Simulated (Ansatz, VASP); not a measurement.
PbSe in VASP and in Ansatz

```
Pb Se
1.0
     0.00000    3.08887    3.08887
     3.08887    0.00000    3.08887
     3.08887    3.08887    0.00000
Pb Se
1 1
Direct
  0.00000 0.00000 0.00000
  0.50000 0.50000 0.50000
```

Alike in both runs: functional r2SCAN; k mesh 10 × 10 × 10; occupations gaussian, width 0.01 eV; no spin polarisation.

Ansatz relaxed the structure, and its values are those at the end. VASP's run is a single point on that final structure, the one shown.

```csv
,VASP,Ansatz
version,VASP 6.6.1,Ansatz 0.2.0
potentials or method,"VASP PAW PBE potentials, release 64 (Pb_d, Se)","scalar-relativistic, plane waves, PAW"
plane-wave cutoff (eV),520,500
valence electrons in the cell,20,30
```

VASP gave:

```
gap on the k mesh at the Fermi level (eV) : 0.67
least direct gap on the mesh (eV)         : 0.67
pressure (GPa)                            : 0.0
```

Question: Estimate Ansatz's values.

Answer: gap on the k mesh at the Fermi level (eV): 0.66; least direct gap on the mesh (eV): 0.66; pressure (GPa): 0.0.

VASP's potentials were made for PBE, not for r2SCAN. VASP's potentials hold 20 valence electrons a cell and Ansatz's 30, so a difference there can come from the potentials and not from the codes.

Spin-orbit coupling is off throughout.
